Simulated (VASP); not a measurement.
# MgI2 (P-3m1) in VASP: a series of runs

The runs below take MgI2 through single point, with PBE.

All numbers are computed with VASP 6.6.1; they aren't measurements. Logs are shortened: lines on timing, memory, paths and dates and some standing lists are left out, and cuts for length are marked.

## 1. The cell of the first run

It takes space group P-3m1 (No. 164, trigonal). The conventional cell has a = 4.167 Å, b = 4.167 Å, c = 6.926 Å, α = 90.00°, β = 90.00°, γ = 120.00°. I (site symmetry 3m) has 3 Mg at 2.96 Å within 3.9 Å. Mg (site symmetry -3m) has 6 I at 2.96 Å within 3.9 Å.

## 2. Single point, PBE (34.72 Å³/atom)

INCAR

```
  PREC = Accurate
  ENCUT = 520
  EDIFF = 1E-6
  ISMEAR = -1
  SIGMA = 0.05
  LREAL = False
  LASPH = True
  NELM = 100
  ALGO = Normal
  ISIF = 2
  LWAVE = False
  LCHARG = False
  GGA = PE
  NBANDS = 15
```

KPOINTS

```
Automatic mesh
0
Gamma
  8 8 4
```

POSCAR

```
MgI2
1.0
    4.1674180176      0.0000000000      0.0000000000
   -2.0837090088      3.6090898714      0.0000000000
    0.0000000000      0.0000000000      6.9255642418
I Mg
2 1
Direct
    0.6666666667      0.3333333333      0.7500000000
    0.3333333333      0.6666666667      0.2500000000
    0.0000000000      0.0000000000      0.0000000000
```

Potentials or basis: VASP PAW PBE potentials, release 64 (I, Mg).

Started as:

```console
$ cat potpaw_PBE.64/I/POTCAR potpaw_PBE.64/Mg/POTCAR > POTCAR
$ mpirun -np 1 vasp_std > vasp.out
```

OUTCAR:

```text
PREC = Accurate
   ENCUT = 520
   EDIFF = 1E-6
   ISMEAR = -1
   LREAL = False
   LASPH = True
   NELM = 100
   ISIF = 2
   GGA = PE

 ion  position               nearest neighbor table
   1  0.667  0.333  0.750-   3 2.96   3 2.96   3 2.96
   2  0.333  0.667  0.250-   3 2.96   3 2.96   3 2.96
   3  0.000  0.000  0.000-   1 2.96   2 2.96   2 2.96   1 2.96   1 2.96   2 2.96

  LATTYP: Found a hexagonal cell.
 ALAT       =     4.1674180176
 C/A-ratio  =     1.6618357488

  Lattice vectors:

 A1 = (   4.1674180176,   0.0000000000,   0.0000000000)
 A2 = (  -2.0837090088,   3.6090898714,   0.0000000000)
 A3 = (   0.0000000000,   0.0000000000,   6.9255642418)

Analysis of symmetry for initial positions (statically):
=====================================================================
 Subroutine PRICEL returns:
 Original cell was already a primitive cell.

 Routine SETGRP: Setting up the symmetry group for a
 hexagonal supercell.

 Subroutine GETGRP returns: Found 12 space group operations
 (whereof 12 operations were pure point group operations)
 out of a pool of 24 trial point group operations.

The static configuration has the point symmetry D_3d.

Analysis of symmetry for dynamics (positions and initial velocities):
=====================================================================
 Subroutine PRICEL returns:
 Original cell was already a primitive cell.

 Routine SETGRP: Setting up the symmetry group for a
 hexagonal supercell.

 Subroutine GETGRP returns: Found 12 space group operations
 (whereof 12 operations were pure point group operations)
 out of a pool of 24 trial point group operations.

The dynamic configuration has the point symmetry D_3d.

 Subroutine INISYM returns: Found 12 space group operations
 (whereof 12 operations are pure point group operations),
 and found     1 'primitive' translations

----------------------------------------------------------------------------------------

                                     Primitive cell

  volume of cell :     104.1645

  direct lattice vectors                    reciprocal lattice vectors
     4.167418018  0.000000000  0.000000000     0.239956730  0.138539083  0.000000000
    -2.083709009  3.609089871  0.000000000     0.000000000  0.277078165  0.000000000
     0.000000000  0.000000000  6.925564242     0.000000000  0.000000000  0.144392567

  length of vectors
     4.167418018  4.167418018  6.925564242     0.277078165  0.277078165  0.144392567

  position of ions in fractional coordinates (direct lattice)
     0.666666667  0.333333333  0.750000000
     0.333333333  0.666666667  0.250000000
     0.000000000  0.000000000  0.000000000

  ion indices of the primitive-cell ions
   primitive index   ion index
                 1           1
                 2           2
                 3           3

----------------------------------------------------------------------------------------

 KPOINTS: Automatic mesh

Automatic generation of k-mesh.
 Grid dimensions read from file:
 generate k-points for:    8    8    4

 Generating k-lattice:

  Cartesian coordinates                     Fractional coordinates (reciprocal lattice)
     0.029994591  0.017317385  0.000000000     0.125000000  0.000000000  0.000000000
     0.000000000  0.034634771  0.000000000     0.000000000  0.125000000  0.000000000
     0.000000000  0.000000000  0.036098142     0.000000000  0.000000000  0.250000000

  Length of vectors
     0.034634771  0.034634771  0.036098142

  Shift w.r.t. Gamma in fractional coordinates (k-lattice)
     0.000000000  0.000000000  0.000000000

 Subroutine IBZKPT returns following result:
 ===========================================

 Found     35 irreducible k-points:

 Following reciprocal coordinates:
            Coordinates               Weight
  0.000000  0.000000  0.000000      1.000000
  0.125000  0.000000  0.000000      6.000000
  0.250000  0.000000  0.000000      6.000000
  0.375000 -0.000000  0.000000      6.000000
  0.500000  0.000000  0.000000      3.000000
  0.125000  0.125000  0.000000      6.000000
[... 16 lines left out ...]
 -0.125000  0.500000  0.250000     12.000000
  0.250000  0.250000  0.250000     12.000000
 [... further k-points ...]
   k-points           NKPTS =     35   k-points in BZ     NKDIM =     35   number of bands    NBANDS=     15
   number of dos      NEDOS =    301   number of ions     NIONS =      3
   total plane-waves  NPLWV =  55296
   dimension x,y,z NGX =    32 NGY =   32 NGZ =   54
   dimension x,y,z NGXF=    64 NGYF=   64 NGZF=  108
   ions per type =               2   1
   NGX,Y,Z   is equivalent  to a cutoff of  12.77, 12.77, 12.96 a.u.
   NGXF,Y,Z  is equivalent  to a cutoff of  25.53, 25.53, 25.93 a.u.
 SYSTEM =  unknown system
   PREC   = accura    normal or accurate (medium, high low for compatibility)
   ISTART =      0    job   : 0-new  1-cont  2-samecut
   ICHARG =      2    charge: 1-file 2-atom 10-const
   ISPIN  =      1    spin polarized calculation?
   LNONCOLLINEAR =      F non collinear calculations
   LSORBIT =      F    spin-orbit coupling
   LASPH  =      T    aspherical Exc in radial PAW
   ENCUT  =  520.0 eV  38.22 Ry    6.18 a.u.   7.75  7.75 12.88*2*pi/ulx,y,z
   NELM   =    100;   NELMIN=  2; NELMDL= -5     # of ELM steps
   EDIFF  = 0.1E-05   stopping-criterion for ELM
   LREAL  =      F    real-space projection
   EDIFFG = 0.1E-04   stopping-criterion for IOM
   NSW    =      0    number of steps for IOM
   IBRION =     -1    ionic relax: 0-MD 1-quasi-New 2-CG
   NFREE  =      0    steps in history (QN), initial steepest desc. (CG)
   ISIF   =      2    stress and relaxation
   ISYM   =      2    0-nonsym 1-usesym 2-fastsym
   POTIM  = 0.5000    time-step for ionic-motion
   TEBEG  =    0.0;   TEEND  =   0.0 temperature during run
   PSTRESS=    0.0 pullay stress
   NELECT =      16.0000    total number of electrons
   NUPDOWN=      -1.0000    fix difference up-down
   EMIN   =  10.00;   EMAX   =-10.00  energy-range for DOS
   EFERMI =   0.00;   METHOD = LEGACY
   ISMEAR =    -1;   SIGMA  =   0.05  broadening in eV -4-tet -1-fermi 0-gaus
   EFERMI_NEDOS =   21; number of points for ismear=-14 and -15
   IALGO  =     38    algorithm
   IMIX   =      4    mixing-type and parameters
     AMIX     =   0.40;   BMIX     =  1.00
     AMIX_MAG =   1.60;   BMIX_MAG =  1.00
  volume/ion in A,a.u.               =      34.72       234.31
  Fermi-wavevector in a.u.,A,eV,Ry     =   0.876748  1.656814 10.458626  0.768687
  Thomas-Fermi vector in A             =   1.996601
   LORBIT       =      0    0 simple, 1 ext, 2 COOP (PROOUT), +10 PAW based schemes
   GGA     = PE    functional components
   LHFCALC =     F    Hartree Fock is set to
   AEXX    =    0.0000 exact exchange contribution
   IVDW    =     0    specifies the selected vdW correction
   LEPSILON=     F    determine dielectric tensor
   LRPA    =     F    only Hartree local field effects (RPA)
 non-spin polarized calculation
  energy-cutoff  :      520.00
  volume of cell :      104.16
 maximum number of plane-waves:      2822
 NGX is ok and might be reduce to    32
   NGX = 15   NGY = 15   NGZ = 25

 number of electron      16.0000000 magnetization

 Free energy of the ion-electron system (eV)
  ---------------------------------------------------
  ext. energy  EPLUGINS =         0.00000000
  ---------------------------------------------------
  free energy    TOTEN  =        -7.68561725 eV

  energy without entropy =       -7.68561725  energy(sigma->0) =       -7.68561725

 E-fermi :   3.2585     XC(G=0):  -8.1795

 val. band max:        2.1664457933   @ k =   0.0000   0.0000   0.0000
 cond. band min:       5.6137936044   @ k =   0.5000   0.0000   0.5000
 fundamental gap:      3.4473478111
 Fermi energy:         3.2584860863

 k-point     1 :       0.0000    0.0000    0.0000
  band No.  band energies     occupation
      1      -9.7777      2.00000
      2      -9.1350      2.00000
      3      -1.3266      2.00000
      4       1.8170      2.00000
      5       1.8170      2.00000
      6       2.1455      2.00000
      7       2.1664      2.00000
      8       2.1664      2.00000
      9       5.7103      0.00000
     10       7.0143      0.00000
     11       8.9371      0.00000
     12       8.9371      0.00000
     13       9.6031      0.00000
     14      10.4123      0.00000
     15      10.4123      0.00000

 k-point     2 :       0.1250    0.0000    0.0000
  band No.  band energies     occupation
      1      -9.7002      2.00000
      2      -9.0931      2.00000
      3      -1.2104      2.00000
      4       1.2148      2.00000
      5       1.6165      2.00000
      6       1.6311      2.00000
      7       2.0947      2.00000
      8       2.1386      2.00000
      9       6.3034      0.00000
     10       7.5516      0.00000
     11       8.3242      0.00000
     12       9.1379      0.00000
     13       9.6535      0.00000
     14      10.1475      0.00000
     15      10.6453      0.00000

 k-point     3 :       0.2500    0.0000    0.0000
  band No.  band energies     occupation
      1      -9.4941      2.00000
      2      -8.9958      2.00000
      3      -0.9226      2.00000
      4       0.1354      2.00000
      5       0.6982      2.00000
      6       1.2916      2.00000
      7       1.9071      2.00000
      8       2.0017      2.00000
      9       6.6017      0.00000
     10       7.5436      0.00000
     11       8.4409      0.00000
     12       9.2162      0.00000
     13       9.2673      0.00000
     14      10.2801      0.00000
     15      11.1122      0.00000
[... 343 lines left out ...]
 k-point    23 :      -0.1250    0.5000    0.2500
  band No.  band energies     occupation
      1      -9.0882      2.00000
      2      -8.9296      2.00000
      3      -1.2164      2.00000
      4      -0.5204      2.00000
      5       0.3859      2.00000
      6       0.9220      2.00000
      7       1.1451      2.00000
      8       1.6211      2.00000
      9       5.9522      0.00000
     10       7.8245      0.00000
     11       8.4740      0.00000
     12       8.7031      0.00000
     13       9.2355      0.00000
     14      11.1818      0.00000
     15      11.7899      0.00000

 k-point    24 :       0.2500    0.2500    0.2500
  band No.  band energies     occupation
      1      -9.0943      2.00000
      2      -8.9256      2.00000
      3      -0.9598      2.00000
      4      -0.4479      2.00000
      5       0.1933      2.00000
      6       0.6263      2.00000
      7       1.0178      2.00000
      8       1.6324      2.00000
      9       6.3932      0.00000
     10       7.9476      0.00000
     11       8.8186      0.00000
     12       9.3675      0.00000
     13       9.7951      0.00000
     14       9.8797      0.00000
     15      11.0758      0.00000

 [... further k-points ...]
[... 5 lines left out ...]
  --------------------------------------------------------------------------------------
  -------------------------------------------------------------------------------------
  Total        0.1116858      0.1116858     -0.2349925      0.0000000      0.0000000     -0.0000000
  in kB        1.7178638      1.7178638     -3.6144699      0.0000000      0.0000000     -0.0000000
  external PRESSURE =      -0.0595807 kB  Pullay stress =       0.0000000 kB

 VOLUME and BASIS-vectors are now :
 -----------------------------------------------------------------------------
  energy-cutoff  :      520.00
  volume of cell :      104.16
      direct lattice vectors                 reciprocal lattice vectors
     4.167418018  0.000000000  0.000000000     0.239956730  0.138539083  0.000000000
    -2.083709009  3.609089871  0.000000000     0.000000000  0.277078165  0.000000000
     0.000000000  0.000000000  6.925564242     0.000000000  0.000000000  0.144392567

 POSITION                                       TOTAL-FORCE (eV/Angst)
 -----------------------------------------------------------------------------------
      2.08371      1.20303      5.19417        -0.000000      0.000000      0.335799
     -0.00000      2.40606      1.73139         0.000000     -0.000000     -0.335799
      0.00000      0.00000      0.00000        -0.000000      0.000000      0.000000
 -----------------------------------------------------------------------------------
    total drift:                                0.000000     -0.000000      0.000000

  FREE ENERGIE OF THE ION-ELECTRON SYSTEM (eV)
  ---------------------------------------------------
  free  energy   TOTEN  =        -7.6856172534 eV

  energy  without entropy=       -7.6856172534  energy(sigma->0) =       -7.68561725
```

Run time: 41 s. Hardware: 1 thread of AMD EPYC 7R43 (Zen 3), shared host; peak memory 0.21 GiB.

What came out:

| Quantity | Value |
| --- | --- |
| Free energy | -7.6856 eV |
| Pressure | 0.0 GPa |
| Largest force | 0.336 eV/Å |
| Band gap on the k mesh | 3.45 eV (least direct gap 3.54 eV) |

Forces on the atoms (eV/Å):
```
I    0.000  0.000  0.336
I    0.000  0.000 -0.336
Mg   0.000  0.000  0.000
```

Caveat: spin-orbit coupling is left out, which moves the levels of the heavy elements; this functional lacks dispersion, which binds the layers, so the pressure and a relaxed spacing across them are unreliable. A k mesh can miss the band edges.

(Part 1 of 2 ends here.)
